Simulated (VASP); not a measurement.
# Ni (P6_3/mmc) in VASP: a series of runs

The runs below take Ni through single point, with LDA.

Everything below comes from runs of VASP 6.6.1. Logs are shortened: lines on timing, memory, paths and dates and some standing lists are left out, and cuts for length are marked.

## Step 1: The cell of the first run

Symmetry: P6_3/mmc, No. 194, hexagonal system. Conventional cell: a = 2.448 Å, b = 2.448 Å, c = 4.073 Å, α = 90.00°, β = 90.00°, γ = 120.00°. Ni (site symmetry -6m2) has 12 Ni at 2.45 to 2.48 Å within 3.2 Å.

## Step 2: Single point, LDA, collinear spin, ferromagnetic start

INCAR

```
SYSTEM = Ni
PREC = Accurate
ENCUT = 520
EDIFF = 1E-7
ISMEAR = -1
SIGMA = 0.08
LREAL = .False.
LASPH = .True.
NELM = 150
ALGO = Normal
ISIF = 2
LWAVE = .False.
LCHARG = .False.
ISPIN = 2
MAGMOM = 1.5 1.5
LORBIT = 11
LMAXMIX = 4
NBANDS = 21
```

KPOINTS

```
Automatic mesh
0
Gamma
  15 15 8
  0 0 0
```

POSCAR

```
Ni
1.0
    2.4480228978      0.0000000000      0.0000000000
   -1.2240114489      2.1200500186      0.0000000000
    0.0000000000      0.0000000000      4.0728075700
Ni
2
Direct
    0.3333333333      0.6666666667      0.2500000000
    0.6666666667      0.3333333333      0.7500000000
```

Potentials or basis: VASP PAW LDA potentials, release 64 (Ni).

Command:

```bash
$ cat potpaw_LDA.64/Ni/POTCAR > POTCAR
$ mpirun -np 1 vasp_std > vasp.out
```

OUTCAR:

```text
SYSTEM = Ni
   PREC = Accurate
   ENCUT = 520
   EDIFF = 1E-7
   ISMEAR = -1
   LREAL = .False.
   LASPH = .True.
   NELM = 150
   ISIF = 2
   ISPIN = 2
   LORBIT = 11

 ion  position               nearest neighbor table
   1  0.333  0.667  0.250-   2 2.48   2 2.48   2 2.48   2 2.48   2 2.48   2 2.48
   2  0.667  0.333  0.750-   1 2.48   1 2.48   1 2.48   1 2.48   1 2.48   1 2.48

  LATTYP: Found a hexagonal cell.
 ALAT       =     2.4480228978
 C/A-ratio  =     1.6637130207

  Lattice vectors:

 A1 = (   2.4480228978,   0.0000000000,   0.0000000000)
 A2 = (  -1.2240114489,   2.1200500186,   0.0000000000)
 A3 = (   0.0000000000,   0.0000000000,   4.0728075700)

Analysis of symmetry for initial positions (statically):
=====================================================================
 Subroutine PRICEL returns:
 Original cell was already a primitive cell.

 Routine SETGRP: Setting up the symmetry group for a
 hexagonal supercell.

 Subroutine GETGRP returns: Found 24 space group operations
 (whereof 12 operations were pure point group operations)
 out of a pool of 24 trial point group operations.

The static configuration has the point symmetry D_3d.
 The point group associated with its full space group is D_6h.

Analysis of symmetry for dynamics (positions and initial velocities):
=====================================================================
 Subroutine PRICEL returns:
 Original cell was already a primitive cell.

 Routine SETGRP: Setting up the symmetry group for a
 hexagonal supercell.

 Subroutine GETGRP returns: Found 24 space group operations
 (whereof 12 operations were pure point group operations)
 out of a pool of 24 trial point group operations.

The dynamic configuration has the point symmetry D_3d.
 The point group associated with its full space group is D_6h.

Analysis of structural, dynamic, and magnetic symmetry:
=====================================================================
 Subroutine PRICEL returns:
 Original cell was already a primitive cell.

 Routine SETGRP: Setting up the symmetry group for a
 hexagonal supercell.

 Subroutine GETGRP returns: Found 24 space group operations
 (whereof 12 operations were pure point group operations)
 out of a pool of 24 trial point group operations.

The overall configuration has the point symmetry D_3d.
 The point group associated with its full space group is D_6h.

 Subroutine INISYM returns: Found 24 space group operations
 (whereof 12 operations are pure point group operations),
 and found     1 'primitive' translations

----------------------------------------------------------------------------------------

                                     Primitive cell

  volume of cell :      21.1376

  direct lattice vectors                    reciprocal lattice vectors
     2.448022898  0.000000000  0.000000000     0.408492911  0.235843492  0.000000000
    -1.224011449  2.120050019  0.000000000     0.000000000  0.471686984  0.000000000
     0.000000000  0.000000000  4.072807570     0.000000000  0.000000000  0.245530873

  length of vectors
     2.448022898  2.448022898  4.072807570     0.471686984  0.471686984  0.245530873

  position of ions in fractional coordinates (direct lattice)
     0.333333333  0.666666667  0.250000000
     0.666666667  0.333333333  0.750000000

  ion indices of the primitive-cell ions
   primitive index   ion index
                 1           1
                 2           2

----------------------------------------------------------------------------------------

 KPOINTS: Automatic mesh

Automatic generation of k-mesh.
 Grid dimensions read from file:
 generate k-points for:   15   15    8

 Generating k-lattice:

  Cartesian coordinates                     Fractional coordinates (reciprocal lattice)
     0.027232861  0.015722899  0.000000000     0.066666667 -0.000000000  0.000000000
     0.000000000  0.031445799  0.000000000     0.000000000  0.066666667  0.000000000
     0.000000000  0.000000000  0.030691359     0.000000000  0.000000000  0.125000000

  Length of vectors
     0.031445799  0.031445799  0.030691359

  Shift w.r.t. Gamma in fractional coordinates (k-lattice)
     0.000000000  0.000000000  0.000000000

 Subroutine IBZKPT returns following result:
 ===========================================

 Found    135 irreducible k-points:

 Following reciprocal coordinates:
            Coordinates               Weight
  0.000000  0.000000  0.000000      1.000000
  0.066667 -0.000000  0.000000      6.000000
  0.133333  0.000000  0.000000      6.000000
  0.200000 -0.000000  0.000000      6.000000
  0.266667  0.000000  0.000000      6.000000
  0.333333 -0.000000  0.000000      6.000000
[... 16 lines left out ...]
  0.333333  0.200000  0.000000     12.000000
  0.400000  0.200000  0.000000      6.000000
 [... further k-points ...]
   k-points           NKPTS =    135   k-points in BZ     NKDIM =    135   number of bands    NBANDS=     21
   number of dos      NEDOS =    301   number of ions     NIONS =      2
   total plane-waves  NPLWV =   9720
   dimension x,y,z NGX =    18 NGY =   18 NGZ =   30
   dimension x,y,z NGXF=    36 NGYF=   36 NGZF=   60
   ions per type =               2
   NGX,Y,Z   is equivalent  to a cutoff of  12.22, 12.22, 12.25 a.u.
   NGXF,Y,Z  is equivalent  to a cutoff of  24.45, 24.45, 24.49 a.u.
 SYSTEM =  Ni
   PREC   = accura    normal or accurate (medium, high low for compatibility)
   ISTART =      0    job   : 0-new  1-cont  2-samecut
   ICHARG =      2    charge: 1-file 2-atom 10-const
   ISPIN  =      2    spin polarized calculation?
   LNONCOLLINEAR =      F non collinear calculations
   LSORBIT =      F    spin-orbit coupling
   LASPH  =      T    aspherical Exc in radial PAW
   ENCUT  =  520.0 eV  38.22 Ry    6.18 a.u.   4.55  4.55  7.57*2*pi/ulx,y,z
   NELM   =    150;   NELMIN=  2; NELMDL= -5     # of ELM steps
   EDIFF  = 0.1E-06   stopping-criterion for ELM
   LREAL  =      F    real-space projection
   EDIFFG = 0.1E-05   stopping-criterion for IOM
   NSW    =      0    number of steps for IOM
   IBRION =     -1    ionic relax: 0-MD 1-quasi-New 2-CG
   NFREE  =      0    steps in history (QN), initial steepest desc. (CG)
   ISIF   =      2    stress and relaxation
   ISYM   =      2    0-nonsym 1-usesym 2-fastsym
   POTIM  = 0.5000    time-step for ionic-motion
   TEBEG  =    0.0;   TEEND  =   0.0 temperature during run
   PSTRESS=    0.0 pullay stress
   NELECT =      20.0000    total number of electrons
   NUPDOWN=      -1.0000    fix difference up-down
   EMIN   =  10.00;   EMAX   =-10.00  energy-range for DOS
   EFERMI =   0.00;   METHOD = LEGACY
   ISMEAR =    -1;   SIGMA  =   0.08  broadening in eV -4-tet -1-fermi 0-gaus
   EFERMI_NEDOS =   21; number of points for ismear=-14 and -15
   IALGO  =     38    algorithm
   IMIX   =      4    mixing-type and parameters
     AMIX     =   0.40;   BMIX     =  1.00
     AMIX_MAG =   1.60;   BMIX_MAG =  1.00
  volume/ion in A,a.u.               =      10.57        71.32
  Fermi-wavevector in a.u.,A,eV,Ry     =   1.607187  3.037143 35.144518  2.583049
  Thomas-Fermi vector in A             =   2.703255
   LORBIT       =     11    0 simple, 1 ext, 2 COOP (PROOUT), +10 PAW based schemes
   GGA     = CA    functional components
   LHFCALC =     F    Hartree Fock is set to
   AEXX    =    0.0000 exact exchange contribution
   IVDW    =     0    specifies the selected vdW correction
   LEPSILON=     F    determine dielectric tensor
   LRPA    =     F    only Hartree local field effects (RPA)
 spin polarized calculation
  energy-cutoff  :      520.00
  volume of cell :       21.14
 maximum number of plane-waves:       592
   NGX =  9   NGY =  9   NGZ = 15

 number of electron      19.9999995 magnetization       1.2112960

 Free energy of the ion-electron system (eV)
  ---------------------------------------------------
  ext. energy  EPLUGINS =         0.00000000
  ---------------------------------------------------
  free energy    TOTEN  =       -13.11269699 eV

  energy without entropy =      -13.03116120  energy(sigma->0) =      -13.07192910

 E-fermi :   9.4581     XC(G=0): -13.7839

 val. band max:        9.4580193363   @ k =   0.4000   0.1333   0.3750
 cond. band min:       9.4590410889   @ k =   0.2000   0.0667   0.2500
 fundamental gap:      0.0010217526
 Fermi energy:         9.4580770464

 spin component 1

 k-point     1 :       0.0000    0.0000    0.0000
  band No.  band energies     occupation
      1       0.2569      1.00000
      2       4.4773      1.00000
      3       6.9592      1.00000
      4       7.1207      1.00000
      5       7.1207      1.00000
      6       7.3870      1.00000
[... 13 lines left out ...]
     20      36.1972      0.00000
     21      40.1178      0.00000
[... 529 lines left out ...]
 k-point    24 :       0.4000    0.2000    0.0000
  band No.  band energies     occupation
      1       5.4207      1.00000
      2       5.4787      1.00000
      3       5.4963      1.00000
      4       6.4117      1.00000
      5       6.9077      1.00000
      6       7.0238      1.00000
[... 13 lines left out ...]
     20      39.0449      0.00000
     21      43.3822      0.00000

 [... further k-points ...]

 spin component 2

 k-point     1 :       0.0000    0.0000    0.0000
  band No.  band energies     occupation
      1       0.3049      1.00000
      2       4.8382      1.00000
      3       7.5485      1.00000
      4       7.7038      1.00000
      5       7.7038      1.00000
      6       7.9851      1.00000
[... 13 lines left out ...]
     20      36.3360      0.00000
     21      40.2667      0.00000
[... 529 lines left out ...]
 k-point    24 :       0.4000    0.2000    0.0000
  band No.  band energies     occupation
      1       5.7894      1.00000
      2       5.9280      1.00000
      3       5.9497      1.00000
      4       6.7712      1.00000
      5       7.4420      1.00000
      6       7.5359      1.00000
[... 13 lines left out ...]
     20      39.1755      0.00000
     21      43.4091      0.00000

 [... further k-points ...]
[... 5 lines left out ...]
  --------------------------------------------------------------------------------------
  -------------------------------------------------------------------------------------
  Total       -1.2566919     -1.2566919     -1.7176912     -0.0000000      0.0000000      0.0000000
  in kB      -95.2541503    -95.2541503   -130.1967682     -0.0000000      0.0000000      0.0000000
  external PRESSURE =    -106.9016896 kB  Pullay stress =       0.0000000 kB

 VOLUME and BASIS-vectors are now :
 -----------------------------------------------------------------------------
  energy-cutoff  :      520.00
  volume of cell :       21.14
      direct lattice vectors                 reciprocal lattice vectors
     2.448022898  0.000000000  0.000000000     0.408492911  0.235843492  0.000000000
    -1.224011449  2.120050019  0.000000000     0.000000000  0.471686984  0.000000000
     0.000000000  0.000000000  4.072807570     0.000000000  0.000000000  0.245530873

 POSITION                                       TOTAL-FORCE (eV/Angst)
 -----------------------------------------------------------------------------------
     -0.00000      1.41337      1.01820         0.000000     -0.000000      0.000000
      1.22401      0.70668      3.05461        -0.000000      0.000000      0.000000
 -----------------------------------------------------------------------------------
    total drift:                               -0.000000      0.000000     -0.000000

  FREE ENERGIE OF THE ION-ELECTRON SYSTEM (eV)
  ---------------------------------------------------
  free  energy   TOTEN  =       -13.1126969886 eV

  energy  without entropy=      -13.0311612033  energy(sigma->0) =      -13.07192910

 total charge

# of ion       s       p       d       tot
------------------------------------------
    1        0.511   0.522   8.341   9.374
    2        0.511   0.522   8.341   9.374
--------------------------------------------------
tot          1.023   1.043  16.682  18.748

 magnetization (x)

# of ion       s       p       d       tot
------------------------------------------
    1       -0.004  -0.018   0.629   0.608
    2       -0.004  -0.018   0.629   0.608
--------------------------------------------------
tot         -0.007  -0.035   1.258   1.216
```

Run time: 44 s. Hardware: 1 thread of AMD EPYC 9R45 (Zen 5), shared host; peak memory 0.16 GiB.

What came out:

```yaml
Free_energy: -13.1127 eV
Pressure: -10.7 GPa
Net_moment: 1.21 μB per cell
Site_moments: Ni +0.61 μB
Valence_electrons_inside_the_program's_atomic_spheres: Ni 9.37
```

Stress tensor (GPa, compression positive):
```
 -9.53   0.00   0.00
  0.00  -9.53   0.00
  0.00   0.00 -13.02
```

## Step 3: Single point, LDA, collinear spin, ferromagnetic start (x and y stretched by -1.5 %, z held)

INCAR

```
PREC = Accurate ; ENCUT = 520
EDIFF = 1E-7 ; ISMEAR = -1
SIGMA = 0.08 ; LREAL = False
LASPH = True ; NELM = 150
ALGO = Normal ; ISIF = 2
LWAVE = False ; LCHARG = True
ISPIN = 2 ; MAGMOM = 1.5 1.5
LORBIT = 11 ; LMAXMIX = 4
GGA = CA ; LELF = True
LVHAR = True ; NBANDS = 21
```

KPOINTS

```
Automatic mesh
0
Gamma
  15 15 8
```

POSCAR

```
Ni
1.0
    2.4113025544      0.0000000000      0.0000000000
   -1.2056512772      2.0882492683      0.0000000000
    0.0000000000      0.0000000000      4.0728075700
Ni
2
Direct
    0.3333333333      0.6666666667      0.2500000000
    0.6666666667      0.3333333333      0.7500000000
```

Potentials or basis: VASP PAW LDA potentials, release 64 (Ni).

Command:

```bash
$ cat potpaw_LDA.64/Ni/POTCAR > POTCAR
$ mpirun -np 1 vasp_std > vasp.out
```

Wall time 46 s (1 thread of AMD EPYC 9R45 (Zen 5), shared host); peak memory 0.16 GiB.

The run converged. Its results:

```yaml
Free_energy: -13.1348 eV
Pressure: -4.2 GPa
Net_moment: 1.19 μB per cell
Site_moments: Ni +0.60 μB
Valence_electrons_inside_the_program's_atomic_spheres: Ni 9.43
```

Stress tensor (GPa, compression positive):
```
-1.51  0.00  0.00
 0.00 -1.51  0.00
 0.00  0.00 -9.47
```

Levels at points of the mesh, in eV from the Fermi level:
Spin up:
```tsv
k point	band 7	band 8	band 9	band 10	band 11	band 12	band 13	band 14	band 15	band 16
(0.00, 0.00, 0.00)	-2.15	-1.54	-1.54	-0.72	-0.61	-0.61	5.66	23.64	25.15	26.13
(0.00, 0.00, 0.50)	-2.43	-2.43	-0.92	-0.92	-0.92	-0.92	14.17	14.17	24.34	24.34
```
Spin down:
```
           k point  band 5  band 6  band 7  band 8  band 9  band 10  band 11  band 12  band 13  band 14
(0.00, 0.00, 0.00)   -1.84   -1.56   -1.56   -0.96   -0.96    -0.68     0.01     0.01     6.05    23.63
(0.00, 0.00, 0.50)   -1.85   -1.85   -1.85   -1.85   -0.31    -0.31    -0.31    -0.31    14.36    14.36
```

Caveat: the cell differs from its parent crystal (x and y stretched by -1.5 %, z held).
